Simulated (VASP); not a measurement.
# C (a cell with a defect) in VASP: relaxation of the atoms with PBE

Aim: the relaxation of the atoms of C (a cell with a defect) with PBE.

Program: VASP 6.6.1. These are calculated values, not measurements. Logs are shortened: lines on timing, memory, paths and dates and some standing lists are left out, and cuts for length are marked.

**1. The cell of the first run**

The cell holds a defect, 53 atoms: a = 7.566 Å, b = 7.566 Å, c = 7.566 Å, α = 60.00°, β = 60.00°, γ = 60.00°.

**2. Relaxation of the atoms, PBE, collinear spin (atoms taken out)**

INCAR

```
  PREC = Accurate
  ENCUT = 520
  EDIFF = 1E-7
  ISMEAR = -1
  SIGMA = 0.01
  LREAL = Auto
  LASPH = T
  NELM = 150
  ALGO = Normal
  ISIF = 2
  LWAVE = F
  LCHARG = F
  ISPIN = 2
  MAGMOM = 0 0 0 0 0 0 0 0 0 0 0 0 0 0 0 0 0 0 0 0 0 0 0 0 0 0 0.5 0 0.5 0 0 0 0.5 0 0 0 0 0 0 0 0 0 0 0 0.5 0 0 0 0 0 0 0 0
  LORBIT = 11
  GGA = PE
  IBRION = 2
  NSW = 60
  EDIFFG = -0.03
  NELECT = 211.0
  LUSENCCL = F
```

KPOINTS

```
regular mesh
0
Gamma
  3 3 3
```

POSCAR

```
C
1.0
    0.0000000000      5.3501100000      5.3501100000
    5.3501100000      0.0000000000      5.3501100000
    5.3501100000      5.3501100000      0.0000000000
C
53
Direct
    0.0000000000      0.0000000000      0.3333333333
    0.0000000000      0.0000000000      0.6666666667
    0.0000000000      0.3333333333      0.0000000000
    0.0000000000      0.3333333333      0.3333333333
    0.0000000000      0.3333333333      0.6666666667
    0.0000000000      0.6666666667      0.0000000000
    0.0000000000      0.6666666667      0.3333333333
    0.0000000000      0.6666666667      0.6666666667
    0.3333333333      0.0000000000      0.0000000000
    0.3333333333      0.0000000000      0.3333333333
    0.3333333333      0.0000000000      0.6666666667
    0.3333333333      0.3333333333      0.0000000000
    0.3333333333      0.3333333333      0.3333333333
    0.3333333333      0.3333333333      0.6666666667
    0.3333333333      0.6666666667      0.0000000000
    0.3333333333      0.6666666667      0.3333333333
    0.3333333333      0.6666666667      0.6666666667
    0.6666666667      0.0000000000      0.0000000000
    0.6666666667      0.0000000000      0.3333333333
    0.6666666667      0.0000000000      0.6666666667
    0.6666666667      0.3333333333      0.0000000000
    0.6666666667      0.3333333333      0.3333333333
    0.6666666667      0.3333333333      0.6666666667
    0.6666666667      0.6666666667      0.0000000000
    0.6666666667      0.6666666667      0.3333333333
    0.6666666667      0.6666666667      0.6666666667
    0.0833333333      0.0833333333      0.0833333333
    0.0833333333      0.0833333333      0.4166666667
    0.0833333333      0.0833333333      0.7500000000
    0.0833333333      0.4166666667      0.0833333333
    0.0833333333      0.4166666667      0.4166666667
    0.0833333333      0.4166666667      0.7500000000
    0.0833333333      0.7500000000      0.0833333333
    0.0833333333      0.7500000000      0.4166666667
    0.0833333333      0.7500000000      0.7500000000
    0.4166666667      0.0833333333      0.0833333333
    0.4166666667      0.0833333333      0.4166666667
    0.4166666667      0.0833333333      0.7500000000
    0.4166666667      0.4166666667      0.0833333333
    0.4166666667      0.4166666667      0.4166666667
    0.4166666667      0.4166666667      0.7500000000
    0.4166666667      0.7500000000      0.0833333333
    0.4166666667      0.7500000000      0.4166666667
    0.4166666667      0.7500000000      0.7500000000
    0.7500000000      0.0833333333      0.0833333333
    0.7500000000      0.0833333333      0.4166666667
    0.7500000000      0.0833333333      0.7500000000
    0.7500000000      0.4166666667      0.0833333333
    0.7500000000      0.4166666667      0.4166666667
    0.7500000000      0.4166666667      0.7500000000
    0.7500000000      0.7500000000      0.0833333333
    0.7500000000      0.7500000000      0.4166666667
    0.7500000000      0.7500000000      0.7500000000
```

Potentials or basis: VASP PAW PBE potentials, release 64 (C).

The run is started by

```console
$ cat potpaw_PBE.64/C/POTCAR > POTCAR
$ mpirun -np 1 vasp_std > vasp.out
```

OUTCAR:

```text
PREC = Accurate
   ENCUT = 520
   EDIFF = 1E-7
   ISMEAR = -1
   LREAL = Auto
   LASPH = T
   NELM = 150
   ISIF = 2
   ISPIN = 2
   LORBIT = 11
   GGA = PE
   IBRION = 2
   NSW = 60
   EDIFFG = -0.03
   NELECT = 211.0

 ion  position               nearest neighbor table
   1  0.000  0.000  0.333-  27 1.54  28 1.54  34 1.54  46 1.54
   2  0.000  0.000  0.667-  29 1.54  28 1.54  35 1.54  47 1.54
   3  0.000  0.333  0.000-  27 1.54  30 1.54  32 1.54  48 1.54
   4  0.000  0.333  0.333-  28 1.54  30 1.54  49 1.54  31 1.54
   5  0.000  0.333  0.667-  29 1.54  31 1.54  32 1.54  50 1.54
   6  0.000  0.667  0.000-  33 1.54  30 1.54  35 1.54  51 1.54
[... 33 lines left out ...]
  40  0.417  0.417  0.417-  14 1.54  16 1.54  22 1.54  13 1.54
  41  0.417  0.417  0.750-  12 1.54  17 1.54  23 1.54  14 1.54
  42  0.417  0.750  0.083-   9 1.54  15 1.54  16 1.54  24 1.54
  43  0.417  0.750  0.417-  10 1.54  17 1.54  25 1.54  16 1.54
  44  0.417  0.750  0.750-  11 1.54  15 1.54  17 1.54  26 1.54
  45  0.750  0.083  0.083-  18 1.54  19 1.54  21 1.54
  46  0.750  0.083  0.417-   1 1.54  19 1.54  20 1.54  22 1.54
  47  0.750  0.083  0.750-  20 1.54  18 1.54   2 1.54  23 1.54
  48  0.750  0.417  0.083-   3 1.54  21 1.54  22 1.54  24 1.54
  49  0.750  0.417  0.417-   4 1.54  23 1.54  25 1.54  22 1.54
  50  0.750  0.417  0.750-   5 1.54  21 1.54  23 1.54  26 1.54
  51  0.750  0.750  0.083-  24 1.54  18 1.54   6 1.54  25 1.54
  52  0.750  0.750  0.417-   7 1.54  19 1.54  25 1.54  26 1.54
  53  0.750  0.750  0.750-  26 1.54  20 1.54  24 1.54   8 1.54

  LATTYP: Found a face centered cubic cell.
 ALAT       =    10.7002200000

  Lattice vectors:

 A1 = (   0.0000000000,   5.3501100000,   5.3501100000)
 A2 = (   5.3501100000,   0.0000000000,   5.3501100000)
 A3 = (   5.3501100000,   5.3501100000,   0.0000000000)

Analysis of symmetry for initial positions (statically):
=====================================================================
 Subroutine PRICEL returns:
 Original cell was already a primitive cell.

 Routine SETGRP: Setting up the symmetry group for a
 face centered cubic supercell.

 Subroutine GETGRP returns: Found 24 space group operations
 (whereof 24 operations were pure point group operations)
 out of a pool of 48 trial point group operations.

The static configuration has the point symmetry T_d .

Analysis of symmetry for dynamics (positions and initial velocities):
=====================================================================
 Subroutine PRICEL returns:
 Original cell was already a primitive cell.

 Routine SETGRP: Setting up the symmetry group for a
 face centered cubic supercell.

 Subroutine GETGRP returns: Found 24 space group operations
 (whereof 24 operations were pure point group operations)
 out of a pool of 48 trial point group operations.

The dynamic configuration has the point symmetry T_d .

Analysis of structural, dynamic, and magnetic symmetry:
=====================================================================
 Subroutine PRICEL returns:
 Original cell was already a primitive cell.

 Routine SETGRP: Setting up the symmetry group for a
 face centered cubic supercell.

 Subroutine GETGRP returns: Found 24 space group operations
 (whereof 24 operations were pure point group operations)
 out of a pool of 48 trial point group operations.

The overall configuration has the point symmetry T_d .

 Subroutine INISYM returns: Found 24 space group operations
 (whereof 24 operations are pure point group operations),
 and found     1 'primitive' translations

----------------------------------------------------------------------------------------

                                     Primitive cell

  volume of cell :     306.2796

  direct lattice vectors                    reciprocal lattice vectors
[... 160 lines left out ...]
   ISTART =      0    job   : 0-new  1-cont  2-samecut
   ICHARG =      2    charge: 1-file 2-atom 10-const
   ISPIN  =      2    spin polarized calculation?
   LNONCOLLINEAR =      F non collinear calculations
   LSORBIT =      F    spin-orbit coupling
   LASPH  =      T    aspherical Exc in radial PAW
   ENCUT  =  520.0 eV  38.22 Ry    6.18 a.u.  14.07 14.07 14.07*2*pi/ulx,y,z
   NELM   =    150;   NELMIN=  2; NELMDL= -5     # of ELM steps
   EDIFF  = 0.1E-06   stopping-criterion for ELM
   LREAL  =      T    real-space projection
   EDIFFG = -.3E-01   stopping-criterion for IOM
   NSW    =     60    number of steps for IOM
   IBRION =      2    ionic relax: 0-MD 1-quasi-New 2-CG
   NFREE  =      1    steps in history (QN), initial steepest desc. (CG)
   ISIF   =      2    stress and relaxation
   ISYM   =      2    0-nonsym 1-usesym 2-fastsym
   POTIM  = 0.5000    time-step for ionic-motion
   TEBEG  =    0.0;   TEEND  =   0.0 temperature during run
   PSTRESS=    0.0 pullay stress
   NELECT =     211.0000    total number of electrons
   NUPDOWN=      -1.0000    fix difference up-down
   EMIN   =  10.00;   EMAX   =-10.00  energy-range for DOS
   EFERMI =   0.00;   METHOD = LEGACY
   ISMEAR =    -1;   SIGMA  =   0.01  broadening in eV -4-tet -1-fermi 0-gaus
   EFERMI_NEDOS =   21; number of points for ismear=-14 and -15
   IALGO  =     38    algorithm
   IMIX   =      4    mixing-type and parameters
     AMIX     =   0.40;   BMIX     =  1.00
     AMIX_MAG =   1.60;   BMIX_MAG =  1.00
  volume/ion in A,a.u.               =       5.78        39.00
  Fermi-wavevector in a.u.,A,eV,Ry     =   1.445871  2.732300 28.443571  2.090544
  Thomas-Fermi vector in A             =   2.564004
   LORBIT       =     11    0 simple, 1 ext, 2 COOP (PROOUT), +10 PAW based schemes
   GGA     = PE    functional components
   LHFCALC =     F    Hartree Fock is set to
   AEXX    =    0.0000 exact exchange contribution
   IVDW    =     0    specifies the selected vdW correction
   LEPSILON=     F    determine dielectric tensor
   LRPA    =     F    only Hartree local field effects (RPA)
 conjugate gradient relaxation of ions
 spin polarized calculation
  energy-cutoff  :      520.00
  volume of cell :      306.28
 maximum number of plane-waves:      8291
   NGX = 29   NGY = 29   NGZ = 29

--------------------------------------- Ionic step        1  -------------------------------------------

 number of electron     211.0000001 magnetization       0.9258852

 Free energy of the ion-electron system (eV)
  ---------------------------------------------------
  ext. energy  EPLUGINS =         0.00000000
  ---------------------------------------------------
  free energy    TOTEN  =      -485.09006843 eV

  energy without entropy =     -485.08879265  energy(sigma->0) =     -485.08943054

 E-fermi :   9.7714     XC(G=0): -13.1355

 val. band max:        9.6676680993   @ k =   0.3333   0.3333   0.0000
 cond. band min:       9.7953459427   @ k =  -0.3333   0.3333   0.0000
 fundamental gap:      0.1276778435
 Fermi energy:         9.7713690391

 spin component 1

 k-point     1 :       0.0000    0.0000    0.0000
  band No.  band energies     occupation
      1     -11.8901      1.00000
      2      -9.0452      1.00000
      3      -9.0452      1.00000
      4      -9.0452      1.00000
      5      -8.9886      1.00000
      6      -8.8647      1.00000
[... 952 lines left out ...]
    116      15.8937      0.00000
    117      15.9874      0.00000
 [bands above 117 left out]

------------------------ aborting loop because EDIFF is reached ----------------------------------------

  FORCE on cell =-STRESS in cart. coord.  units (eV):
  Direction    XX          YY          ZZ          XY          YZ          ZX
  --------------------------------------------------------------------------------------
  -------------------------------------------------------------------------------------
  Total      -13.2055364    -13.2055364    -13.2055364     -0.0000000     -0.0000000      0.0000000
  in kB      -69.0793908    -69.0793908    -69.0793908     -0.0000000     -0.0000000      0.0000000
  external PRESSURE =     -69.0793908 kB  Pullay stress =       0.0000000 kB
[... 683 lines left out ...]
--------------------------------------- Ionic step        9  -------------------------------------------

 number of electron     210.9999994 magnetization       0.1099897

 Free energy of the ion-electron system (eV)
  ---------------------------------------------------
  ext. energy  EPLUGINS =         0.00000000
  ---------------------------------------------------
  free energy    TOTEN  =      -486.30247985 eV

  energy without entropy =     -486.30039385  energy(sigma->0) =     -486.30143685

 E-fermi :  10.1750     XC(G=0): -13.1164

 val. band max:        9.7618523822   @ k =  -0.3333   0.3333   0.0000
 cond. band min:      10.1803777563   @ k =   0.3333   0.0000   0.0000
 fundamental gap:      0.4185253741
 Fermi energy:        10.1749531425

 spin component 1

 k-point     1 :       0.0000    0.0000    0.0000
  band No.  band energies     occupation
      1     -11.9578      1.00000
      2      -9.1069      1.00000
      3      -9.1069      1.00000
      4      -9.1069      1.00000
      5      -9.1038      1.00000
      6      -8.9639      1.00000
[... 952 lines left out ...]
    116      15.9241      0.00000
    117      16.0105      0.00000
 [bands above 117 left out]

------------------------ aborting loop because EDIFF is reached ----------------------------------------

  FORCE on cell =-STRESS in cart. coord.  units (eV):
  Direction    XX          YY          ZZ          XY          YZ          ZX
  --------------------------------------------------------------------------------------
  -------------------------------------------------------------------------------------
  Total       -8.1059057     -8.1059057     -8.1059057      0.0000000     -0.0000000      0.0000000
  in kB      -42.4027476    -42.4027476    -42.4027476      0.0000000     -0.0000000      0.0000000
  external PRESSURE =     -42.4027476 kB  Pullay stress =       0.0000000 kB
[... 68 lines left out ...]
  FREE ENERGIE OF THE ION-ELECTRON SYSTEM (eV)
  ---------------------------------------------------
  free  energy   TOTEN  =      -486.3024798528 eV

  energy  without entropy=     -486.3003938532  energy(sigma->0) =     -486.30143685

 reached required accuracy - stopping structural energy minimisation

 total charge

# of ion       s       p       d       tot
------------------------------------------
    1        0.832   1.743   0.000   2.575
    2        0.832   1.743   0.000   2.575
    3        0.832   1.743   0.000   2.575
    4        0.830   1.750   0.000   2.579
    5        0.832   1.743   0.000   2.575
    6        0.832   1.743   0.000   2.575
[... 45 lines left out ...]
   52        0.829   1.740   0.000   2.569
   53        0.828   1.741   0.000   2.569
--------------------------------------------------
tot         44.146  91.705   0.000 135.851

 magnetization (x)

# of ion       s       p       d       tot
------------------------------------------
    1       -0.000  -0.000   0.000  -0.000
    2       -0.000  -0.000   0.000  -0.000
    3       -0.000  -0.000   0.000  -0.000
    4       -0.000  -0.000   0.000  -0.000
    5       -0.000  -0.000   0.000  -0.000
    6       -0.000  -0.000   0.000  -0.000
[... 45 lines left out ...]
   52        0.000   0.000   0.000   0.000
   53        0.000   0.000   0.000   0.000
--------------------------------------------------
tot          0.010   0.057   0.000   0.067
```

Run time: 11 min. Hardware: 1 × NVIDIA H100 80GB with 1 thread of AMD EPYC 7R13 (Zen 3), shared host; peak memory 1.6 GiB.

What came out:

| Quantity | Value |
| --- | --- |
| Free energy | -486.3025 eV |
| Energy gained by relaxing | 22.9 meV/atom |
| Ionic steps | 9 |
| Largest force after relaxing | 0.027 eV/Å |
| Net moment | 0.11 μB per cell |
| Valence electrons inside the program's atomic spheres | C 2.58, 2.56, 2.57, 2.52, 2.54 (each value once) |

Forces in eV/Å, atoms in the order of the input:
```
C   -0.002 -0.002 -0.013
C    0.002  0.002 -0.013
C   -0.002 -0.013 -0.002
C   -0.008  0.008  0.008
C    0.013  0.002 -0.002
C    0.002 -0.013  0.002
C    0.013 -0.002  0.002
C    0.012 -0.012 -0.012
C   -0.013 -0.002 -0.002
C    0.008 -0.008  0.008
C    0.002  0.013 -0.002
C    0.008  0.008 -0.008
C   -0.008 -0.008 -0.008
C    0.000  0.000  0.027
C    0.002 -0.002  0.013
C    0.000  0.027  0.000
C   -0.027  0.000  0.000
C   -0.013  0.002  0.002
C   -0.002  0.013  0.002
C   -0.012  0.012 -0.012
C   -0.002  0.002  0.013
C    0.027  0.000  0.000
C    0.000 -0.027  0.000
C   -0.012 -0.012  0.012
C    0.000  0.000 -0.027
C    0.012  0.012  0.012
C    0.010  0.010  0.010
C    0.000  0.000  0.004
C   -0.010 -0.010  0.010
C    0.000  0.004  0.000
C   -0.004  0.000  0.000
C   -0.005  0.005  0.017
C   -0.010  0.010 -0.010
C   -0.005  0.017  0.005
C   -0.017  0.005  0.005
C    0.004  0.000  0.000
C    0.000 -0.004  0.000
C    0.005 -0.005  0.017
C    0.000  0.000 -0.004
C    0.006  0.006  0.006
C   -0.006 -0.006  0.006
C    0.005  0.017 -0.005
C   -0.006  0.006 -0.006
C   -0.017 -0.005 -0.005
C    0.010 -0.010 -0.010
C    0.017 -0.005  0.005
C    0.005 -0.017  0.005
C    0.017  0.005 -0.005
C    0.006 -0.006 -0.006
C   -0.005 -0.017 -0.005
C    0.005  0.005 -0.017
C   -0.005 -0.005 -0.017
C    0.000  0.000  0.000
```

The path:
```csv
step,energy change (eV),largest force (eV/Å),pressure (GPa)
1,0.0000,3.1852,-6.91
2,0.1288,2.7303,-3.20
3,-0.9431,1.1746,-5.55
4,-1.1648,0.4780,-4.04
5,-1.1804,0.4072,-4.36
6,-1.1799,0.3627,-4.10
7,-1.2090,0.1330,-4.25
8,-1.2103,0.1344,-4.20
9,-1.2124,0.0266,-4.24
```

Final structure:
```
CELL_PARAMETERS angstrom
0.00000 5.35011 5.35011
5.35011 0.00000 5.35011
5.35011 5.35011 0.00000
ATOMIC_POSITIONS crystal
C 0.99939 0.99939 0.33138
C 0.99939 0.99939 0.66984
C 0.99939 0.33138 0.99939
C 0.99968 0.33344 0.33344
C 0.99939 0.33138 0.66984
C 0.99939 0.66984 0.99939
C 0.99939 0.66984 0.33138
C 0.99997 0.66668 0.66668
C 0.33138 0.99939 0.99939
C 0.33344 0.99968 0.33344
C 0.33138 0.99939 0.66984
C 0.33344 0.33344 0.99968
C 0.33344 0.33344 0.33344
C 0.33321 0.33321 0.66679
C 0.33138 0.66984 0.99939
C 0.33321 0.66679 0.33321
C 0.33321 0.66679 0.66679
C 0.66984 0.99939 0.99939
C 0.66984 0.99939 0.33138
C 0.66668 0.99997 0.66668
C 0.66984 0.33138 0.99939
C 0.66679 0.33321 0.33321
C 0.66679 0.33321 0.66679
C 0.66668 0.66668 0.99997
C 0.66679 0.66679 0.33321
C 0.66668 0.66668 0.66668
C 0.09107 0.09107 0.09107
C 0.08439 0.08439 0.41561
C 0.09107 0.09107 0.72679
C 0.08439 0.41561 0.08439
C 0.08439 0.41561 0.41561
C 0.08402 0.41603 0.74998
C 0.09107 0.72679 0.09107
C 0.08402 0.74998 0.41603
C 0.08402 0.74998 0.74998
C 0.41561 0.08439 0.08439
C 0.41561 0.08439 0.41561
C 0.41603 0.08402 0.74998
C 0.41561 0.41561 0.08439
C 0.41678 0.41678 0.41678
C 0.41678 0.41678 0.74967
C 0.41603 0.74998 0.08402
C 0.41678 0.74967 0.41678
C 0.41603 0.74998 0.74998
C 0.72679 0.09107 0.09107
C 0.74998 0.08402 0.41603
C 0.74998 0.08402 0.74998
C 0.74998 0.41603 0.08402
C 0.74967 0.41678 0.41678
C 0.74998 0.41603 0.74998
C 0.74998 0.74998 0.08402
C 0.74998 0.74998 0.41603
C 0.75000 0.75000 0.75000
```

Levels at points of the mesh, in eV from the Fermi level:
Spin up:
```tsv
k point	band 103	band 104	band 105	band 106	band 107	band 108
(0.00, 0.00, 0.00)	-1.30	-1.30	-1.30	1.04	1.04	1.04
```
Spin down:
| k point | band 103 | band 104 | band 105 | band 106 | band 107 | band 108 |
| --- | --- | --- | --- | --- | --- | --- |
| (0.00, 0.00, 0.00) | -1.29 | -1.29 | -1.29 | 1.09 | 1.09 | 1.09 |

Caveat: the cell carries a net charge on a neutralising background, which shifts energy and pressure; the cell differs from its parent crystal (atoms taken out); the cell is charged against a uniform background, so pressure and absolute levels hang on convention.
